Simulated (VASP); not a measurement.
# MgS (F-43m) in VASP: further runs, part 2 of 2

VASP 6.6.1. The steps go on from the part before.

### 4 Relaxation of cell and atoms, LDA

This run uses another cell than the first one, of 23.12 Å³/atom, 1.016 times its volume.

INCAR

```
SYSTEM = MgS
PREC     = Accurate       ! precision mode
ENCUT    = 600            ! plane-wave cutoff, eV
EDIFF    = 1E-6           ! SCF threshold, eV
ISMEAR   = -1             ! smearing method
SIGMA    = 0.02           ! smearing width, eV
LREAL    = .False.        ! projectors in reciprocal space
LASPH    = .True.         ! aspherical terms in the spheres
NELM     = 100            ! most SCF steps
ALGO     = Normal         ! electronic algorithm
ISIF     = 3              ! what is computed and relaxed
LWAVE    = .False.        ! write WAVECAR
LCHARG   = .False.        ! write CHGCAR
IBRION   = 2              ! ionic algorithm
NSW      = 80             ! ionic steps
EDIFFG   = -0.005         ! ionic threshold
```

KPOINTS

```
Automatic mesh
0
Gamma
  8 8 8
  0 0 0
```

POSCAR

```
MgS
1.0
    0.0000000000      2.8486069976      2.8486069976
    2.8486069976      0.0000000000      2.8486069976
    2.8486069976      2.8486069976      0.0000000000
Mg S
1 1
Direct
    0.0000000000      0.0000000000      0.0000000000
    0.7500000000      0.7500000000      0.7500000000
```

Potentials or basis: VASP PAW LDA potentials, release 64 (Mg, S).

Started as:

```console
$ cat potpaw_LDA.64/Mg/POTCAR potpaw_LDA.64/S/POTCAR > POTCAR
$ mpirun -np 1 vasp_std > vasp.out
```

Run time: 8.1 s. Hardware: 1 thread of AMD EPYC 9R45 (Zen 5), shared host; peak memory 0.14 GiB.

Results (log left out):

```
Free energy                            : -9.3942 eV
Relaxed volume                         : 21.77 Å³/atom
Relaxed cell                           : a = 3.949 Å, b = 3.949 Å, c = 3.949 Å, α = 60.00°, β = 60.00°, γ = 60.00°
Space group after relaxing (to 0.05 Å) : F-43m (No. 216)
Energy gained by relaxing              : 14.7 meV/atom
Ionic steps                            : 3
Pressure after relaxing                : 0.0 GPa
Band gap on the k mesh                 : 3.40 eV, direct
```

Step by step:
| step | energy change (eV) | largest force (eV/Å) | pressure (GPa) | volume (Å³) |
| --- | --- | --- | --- | --- |
| 1 | 0.0000 | 0.0000 | -3.33 | 46.23 |
| 2 | -0.0284 | 0.0000 | 0.67 | 43.09 |
| 3 | -0.0294 | 0.0000 | 0.00 | 43.54 |

Final structure:
```
CELL_PARAMETERS angstrom
0.00000 2.79224 2.79224
2.79224 0.00000 2.79224
2.79224 2.79224 0.00000
ATOMIC_POSITIONS crystal
Mg 0.00000 0.00000 0.00000
S 0.75000 0.75000 0.75000
```

Levels at points of the mesh, in eV from the valence-band top:
```csv
k point,band 1,band 2,band 3,band 4,band 5,band 6,band 7,band 8
"(0.00, 0.00, 0.00)",-11.38,0.00,0.00,0.00,3.40,7.87,7.87,7.87
"(0.50, 0.00, 0.00)",-10.61,-3.36,-0.35,-0.35,5.02,7.52,7.52,8.57
"(0.50, 0.50, 0.00)",-10.36,-3.00,-1.11,-1.11,3.62,5.48,11.29,12.34
```

A k mesh can miss the band edges. Expect the measured gap to be larger: semilocal functionals such as LDA lack the derivative discontinuity.

### 5 Single point, r2SCAN0

This run uses another cell than the first one, of 22.69 Å³/atom, 0.998 times its volume.

POSCAR

```
MgS
1.0
    0.0000000000      2.8308747667      2.8308747667
    2.8308747667      0.0000000000      2.8308747667
    2.8308747667      2.8308747667      0.0000000000
Mg S
1 1
Direct
    0.0000000000      0.0000000000      0.0000000000
    0.7500000000      0.7500000000      0.7500000000
```

INCAR.step1

```
SYSTEM = MgS
PREC = Accurate
ENCUT = 520
EDIFF = 1E-5
ISMEAR = 0
SIGMA = 0.01
LREAL = .FALSE.
LASPH = .TRUE.
NELM = 100
ALGO = Normal
ISIF = 2
LWAVE = .TRUE.
LCHARG = .FALSE.
GGA = PE
NBANDS = 11
```

INCAR.step2

```
SYSTEM = MgS
PREC = Accurate
ENCUT = 520
EDIFF = 1E-7
ISMEAR = 0
SIGMA = 0.01
LREAL = .FALSE.
LASPH = .TRUE.
NELM = 100
ALGO = Normal
ISIF = 2
LWAVE = .FALSE.
LCHARG = .FALSE.
METAGGA = R2SCAN
LHFCALC = .TRUE.
AEXX = 0.25
LMIXTAU = .TRUE.
PRECFOCK = Normal
ISTART = 1
NBANDS = 11
```

KPOINTS

```
regular mesh
0
G
  6 6 6
  0 0 0
```

Potentials or basis: VASP PAW PBE potentials, release 64 (Mg, S).

Started as:

```console
$ cat potpaw_PBE.64/Mg/POTCAR potpaw_PBE.64/S/POTCAR > POTCAR
$ cp INCAR.step1 INCAR
$ mpirun -np 1 vasp_std > vasp.out
$ cp INCAR.step2 INCAR
$ mpirun -np 1 vasp_std > vasp.out
```

OUTCAR:

```text
SYSTEM = MgS
   PREC = Accurate
   ENCUT = 520
   EDIFF = 1E-7
   ISMEAR = 0
   LREAL = .FALSE.
   LASPH = .TRUE.
   NELM = 100
   ISIF = 2
   METAGGA = R2SCAN
   LHFCALC = .TRUE.
   AEXX = 0.25
   PRECFOCK = Normal
   ISTART = 1

 ion  position               nearest neighbor table
   1  0.000  0.000  0.000-   2 2.45   2 2.45   2 2.45   2 2.45
   2  0.750  0.750  0.750-   1 2.45   1 2.45   1 2.45   1 2.45

  LATTYP: Found a face centered cubic cell.
 ALAT       =     5.6617495334

  Lattice vectors:

[... 410 lines left out ...]

  FORCE on cell =-STRESS in cart. coord.  units (eV):
  Direction    XX          YY          ZZ          XY          YZ          ZX
  --------------------------------------------------------------------------------------
  -------------------------------------------------------------------------------------
  Total       -0.2362263     -0.2362263     -0.2362263      0.0000000      0.0000000      0.0000000
  in kB       -8.3415505     -8.3415505     -8.3415505      0.0000000      0.0000000      0.0000000
  external PRESSURE =      -8.3415505 kB  Pullay stress =       0.0000000 kB

 VOLUME and BASIS-vectors are now :
 -----------------------------------------------------------------------------
  energy-cutoff  :      520.00
  volume of cell :       45.37
      direct lattice vectors                 reciprocal lattice vectors
     0.000000000  2.830874767  2.830874767    -0.176623850  0.176623850  0.176623850
     2.830874767  0.000000000  2.830874767     0.176623850 -0.176623850  0.176623850
     2.830874767  2.830874767  0.000000000     0.176623850  0.176623850 -0.176623850

 POSITION                                       TOTAL-FORCE (eV/Angst)
 -----------------------------------------------------------------------------------
      0.00000      0.00000      0.00000         0.000000      0.000000      0.000000
      4.24631      4.24631      4.24631        -0.000000     -0.000000     -0.000000
 -----------------------------------------------------------------------------------
    total drift:                                0.000002      0.000002      0.000002

  FREE ENERGIE OF THE ION-ELECTRON SYSTEM (eV)
  ---------------------------------------------------
  free  energy   TOTEN  =       -15.6042834139 eV

  energy  without entropy=      -15.6042834139  energy(sigma->0) =      -15.60428341
```

Wall time 43 min (1 thread of AMD EPYC 7R13, shared host); peak memory 0.16 GiB.

Results:

* Free energy: -15.6043 eV
* Pressure: -0.8 GPa
* Band gap on the k mesh: 5.59 eV, direct

Levels at points of the mesh, in eV from the valence-band top:
| k point | band 1 | band 2 | band 3 | band 4 | band 5 | band 6 | band 7 | band 8 |
| --- | --- | --- | --- | --- | --- | --- | --- | --- |
| (0.00, 0.00, 0.00) | -12.76 | 0.00 | 0.00 | 0.00 | 5.59 | 10.33 | 10.33 | 10.33 |
| (0.50, 0.00, 0.00) | -12.00 | -3.46 | -0.37 | -0.37 | 7.35 | 9.92 | 9.92 | 10.95 |
| (0.50, 0.50, 0.00) | -11.75 | -3.10 | -1.16 | -1.16 | 5.81 | 7.85 | 13.97 | 15.09 |

Caveat: the PAW data sets were made with another functional, which shifts forces and pressure a little.

### 6 Overview

```csv
task,level,potentials or basis,cell,k mesh,cutoff (eV),smearing,grid for exact exchange (PRECFOCK),gap on the mesh (eV),pressure (GPa),relaxed volume (Å³/atom)
relaxation of cell and atoms,PBE,"VASP PAW PBE potentials, release 64 (Mg, S)","relaxed from a = 4.007 Å, angles 60.0°, 2 atoms",8 × 8 × 8,600,fermi-dirac 0.02 eV,-,3.38,0.0,23.06
relaxation of cell and atoms,PBEsol,"VASP PAW PBE potentials, release 64 (Mg, S)","relaxed from a = 4.029 Å, angles 60.0°, 2 atoms",8 × 8 × 8,600,fermi-dirac 0.02 eV,-,3.33,0.0,22.54
relaxation of cell and atoms,LDA,"VASP PAW LDA potentials, release 64 (Mg, S)","relaxed from a = 4.029 Å, angles 60.0°, 2 atoms",8 × 8 × 8,600,fermi-dirac 0.02 eV,-,3.40,0.0,21.77
single point,r2SCAN0,"VASP PAW PBE potentials, release 64 (Mg, S)","a = 4.003 Å, angles 60.0°, 2 atoms",6 × 6 × 6,520,gaussian 0.01 eV,Normal,5.59,-0.8,-
```

Alike in all rows: no spin polarisation.

Caveats: the PAW data sets were made with another functional, which shifts forces and pressure a little (some runs).

Absolute energies hang on the potentials; compare differences alone.
